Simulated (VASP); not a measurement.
Here is a VASP 6.6.1 calculation.

Contents of INCAR:

```
SYSTEM = TaAl3
ALGO = Fast ; EDIFF = 1E-7
ENCUT = 520 ; ISIF = 2
ISMEAR = -1 ; LASPH = .TRUE.
LCHARG = .FALSE. ; LREAL = .FALSE.
LWAVE = .FALSE. ; NBANDS = 18
NELM = 80 ; PREC = Accurate
SIGMA = 0.15
```

KPOINTS

```
k-points
0
G
  16 16 16
  0 0 0
```

File POSCAR:

```
TaAl3
1.0
   -1.8984199931      1.8984199931      4.2220893278
    1.8984199931     -1.8984199931      4.2220893278
    1.8984199931      1.8984199931     -4.2220893278
Ta Al
1 3
Direct
    0.5000000000      0.5000000000      0.0000000000
    0.0000000000      0.0000000000      0.0000000000
    0.7500000000      0.2500000000      0.5000000000
    0.2500000000      0.7500000000      0.5000000000
```

Potentials or basis: VASP PAW LDA potentials, release 64 (Ta_pv, Al).

The run is started by

```console
$ cat potpaw_LDA.64/Ta_pv/POTCAR potpaw_LDA.64/Al/POTCAR > POTCAR
$ mpirun -np 1 vasp_std > vasp.out
```

Problem. What does it give for the band gap on the k mesh?

Solution. Zero (bands 10 and 11 overlap by 0.43 eV).

Problem. Predict the pressure.

Solution. 0.4 GPa.

Caveat: spin-orbit coupling is left out, which moves the levels of the heavy elements.
